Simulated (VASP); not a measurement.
Write the native input for VASP 6.6.1 that does the following.

```
Task                   : single point
Functional             : r2SCAN
Potentials or basis    : VASP PAW PBE potentials, release 64 (Si, O)
Cutoff                 : 520 eV
k mesh                 : 6 × 6 × 4
Occupations            : gaussian, width 0.02 eV
Spin                   : no spin polarisation
Dipole correction      : no
Further INCAR settings : ALGO = Normal; EDIFF = 1e-07; NBANDS = 34
```

The system is SiO2.

```xyz
9
Lattice="5.0597 0.0000 0.0000 -2.5298 4.3818 0.0000 0.0000 0.0000 5.5411" Properties=species:S:1:pos:R:3 pbc="T T T"
Si   -1.2649    2.1909    1.8470
Si    1.2649    2.1909    3.6941
Si    2.5298    0.0000    0.0000
O     0.9493    3.4693    4.6176
O     2.5298    2.5568    2.7705
O     3.4792    0.9125    0.9235
O     1.5805    0.9125    4.6176
O     0.0000    1.8250    2.7705
O    -0.9493    3.4693    0.9235
```

One way to write it, as run:

POSCAR

```
SiO2
1.0
    5.0596778134      0.0000000000      0.0000000000
   -2.5298389067      4.3818095213      0.0000000000
    0.0000000000      0.0000000000      5.5410855914
Si O
3 6
Direct
    0.0000000000      0.5000000000      0.3333333333
    0.5000000000      0.5000000000      0.6666666667
    0.5000000000      0.0000000000      0.0000000000
    0.5834989521      0.7917494760      0.8333333333
    0.7917494760      0.5834989521      0.5000000000
    0.7917494760      0.2082505240      0.1666666667
    0.4165010479      0.2082505240      0.8333333333
    0.2082505240      0.4165010479      0.5000000000
    0.2082505240      0.7917494760      0.1666666667
```

INCAR.step1

```
PREC = Accurate
ENCUT = 520
ISMEAR = 0
SIGMA = 0.02
LREAL = F
LASPH = T
NELM = 60
NBANDS = 34
GGA = PE
ALGO = Normal
EDIFF = 1E-4
LWAVE = T
LCHARG = F
```

INCAR.step2

```
PREC = Accurate
ENCUT = 520
EDIFF = 1E-7
ISMEAR = 0
SIGMA = 0.02
LREAL = F
LASPH = T
NELM = 60
ALGO = Normal
ISIF = 2
LWAVE = F
LCHARG = T
METAGGA = R2SCAN
LMIXTAU = T
LELF = T
LVHAR = T
NBANDS = 34
ISTART = 1
```

KPOINTS

```
Automatic mesh
0
Gamma
  6 6 4
```

Potentials or basis: VASP PAW PBE potentials, release 64 (Si, O).

Command:

```sh
$ cat potpaw_PBE.64/Si/POTCAR potpaw_PBE.64/O/POTCAR > POTCAR
$ cp INCAR.step1 INCAR
$ mpirun -np 1 vasp_std > vasp.out
$ cp INCAR.step2 INCAR
$ mpirun -np 1 vasp_std > vasp.out
```

Results of the run:

* Pressure: 0.1 GPa
* Largest force: 0.012 eV/Å
* Band gap on the k mesh: 6.30 eV, indirect (least direct gap 6.49 eV)

Caveat: the PAW data sets were made with another functional, which shifts forces and pressure a little.

Run time: 5.4 min on 1 thread of Intel(R) Xeon(R) Platinum 8375C CPU @ 2.90GHz (Ice Lake), on a shared host, peak memory 0.29 GiB.
